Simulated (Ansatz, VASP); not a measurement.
# One calculation of TiTe2, two programs

Contents of INCAR:

```
  ALGO = Normal
  EDIFF = 1E-6
  ENCUT = 520
  GGA = PE
  ISIF = 2
  ISMEAR = 0
  LASPH = T
  LCHARG = T
  LELF = T
  LREAL = F
  LVHAR = T
  LWAVE = F
  NBANDS = 19
  NELM = 60
  PREC = Accurate
  SIGMA = 0.1
```

The input KPOINTS:

```
k-points
0
Gamma
  6 6 4
```

The input POSCAR:

```
TiTe2
1.0
    4.4513791531      0.0000000000      0.0000000000
   -2.2256895765      3.8550074284      0.0000000000
    0.0000000000      0.0000000000      4.8063063945
Ti Te
1 2
Direct
    0.0000000000      0.0000000000      0.0000000000
    0.3333333333      0.6666666667      0.5000000000
    0.6666666667      0.3333333333      0.5000000000
```

Input for Ansatz:

```yaml
crystal:
  lattice:
    - [4.4513791531, 0.0, 0.0]
    - [-2.2256895765, 3.8550074284, 0.0]
    - [0.0, 0.0, 4.8063063945]
  atoms:
    - { symbol: Ti, position: [0.0, 0.0, 0.0] }
    - { symbol: Te, position: [0.3333333333, 0.6666666667, 0.5] }
    - { symbol: Te, position: [0.6666666667, 0.3333333333, 0.5] }
basis:
  ecutwfc: 420
kpoints:
  mp_grid: { grid: [6, 6, 4] }
hamiltonian:
  xc: pbe
scf:
  occupations: { method: gaussian, width: 0.1 }
  lower_state_search: "off"
output:
  forces: true
  stress: true
  eigenvalues: true
```

Alike in both runs: task single point; functional PBE; k mesh 6 × 6 × 4; occupations gaussian, width 0.1 eV; no spin polarisation.

|  | VASP | Ansatz |
| --- | --- | --- |
| version | VASP 6.6.1 | Ansatz 0.2.0 |
| potentials or method | VASP PAW PBE potentials, release 64 (Ti_sv, Te), cutoff 520 eV | scalar-relativistic, plane waves, PAW |
| valence electrons in the cell | 24 | 44 |

Ansatz gave:

* gap on the k mesh at the Fermi level (eV): none
* pressure (GPa): 16.3
* traceless stress, the component that is largest in VASP (GPa): -26.76

Question: Which values does VASP return?

Answer: gap on the k mesh at the Fermi level (eV): none; pressure (GPa): 16.5; traceless stress, the component that is largest in VASP (GPa): -26.89.

A gap of «none» marks a metal or a gap that the smearing closes. With one functional, cell and mesh, what is left measures potentials, basis and numerics. VASP's potentials hold 24 valence electrons a cell and Ansatz's 44, so a difference there can come from the potentials and not from the codes.

Spin-orbit coupling is off throughout.
